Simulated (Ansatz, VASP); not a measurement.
Cu in VASP and in Ansatz

```xyz
1
Lattice="0.0000 1.7820 1.7820 1.7820 0.0000 1.7820 1.7820 1.7820 0.0000" Properties=species:S:1:pos:R:3 pbc="T T T"
Cu    0.0000    0.0000    0.0000
```

Alike in both runs: functional PBEsol; k mesh 16 × 16 × 16; occupations fermi-dirac, width 0.15 eV; no spin polarisation.

Ansatz relaxed the structure, and its values are those at the end. VASP's run is a single point on that final structure, the one shown.

|  | VASP | Ansatz |
| --- | --- | --- |
| version | VASP 6.6.1 | Ansatz 0.2.0 |
| potentials or method | VASP PAW PBE potentials, release 64 (Cu), cutoff 520 eV | scalar-relativistic, plane waves, PAW |
| valence electrons in the cell | 11 | 19 |

```csv
,VASP,Ansatz,Ansatz less VASP
gap on the k mesh at the Fermi level (eV),none,none,-
pressure (GPa),0.8,0.0,-0.76
```

VASP's potentials were made for PBE, not for PBEsol, and Ansatz warns of the same on its side. A gap of «none» marks a metal or a gap that the smearing closes. The functional is the same, so the differences come from potentials, cutoffs and numerics. VASP's potentials hold 11 valence electrons a cell and Ansatz's 19, so a difference there can come from the potentials and not from the codes.
